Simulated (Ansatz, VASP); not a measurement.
One calculation of P4Ir, two programs

```xyz
5
Lattice="4.5919 0.0000 0.0000 0.0000 4.5919 0.0000 0.0000 0.0000 4.5919" Properties=species:S:1:pos:R:3 pbc="T T T"
P     0.0000    0.0000    0.0000
P     2.2960    2.2960    0.0000
P     2.2960    0.0000    2.2960
P     0.0000    2.2960    2.2960
Ir    2.2960    2.2960    2.2960
```

Change from the starting cell: species swapped into the Mn4N type (Pm-3m, No. 221).

Alike in both runs: functional PBE; k mesh 8 × 8 × 8; occupations gaussian, width 0.1 eV; no spin polarisation.

Ansatz relaxed the structure, and its values are those at the end. VASP's run is a single point on that final structure, the one shown.

|  | VASP | Ansatz |
| --- | --- | --- |
| version | VASP 6.6.1 | Ansatz 0.2.0 |
| potentials or method | VASP PAW PBE potentials, release 64 (P, Ir), cutoff 520 eV | scalar-relativistic, plane waves, PAW |
| valence electrons in the cell | 29 | 37 |

VASP gave:

```
gap on the k mesh at the Fermi level (eV) : none
pressure (GPa)                            : 0.3
```

Task: Estimate Ansatz's values.

Result: gap on the k mesh at the Fermi level (eV): none; pressure (GPa): 0.0.

A gap of «none» marks a metal or a gap that the smearing closes. VASP's potentials hold 29 valence electrons a cell and Ansatz's 37, so a difference there can come from the potentials and not from the codes.

Spin-orbit coupling is off throughout.
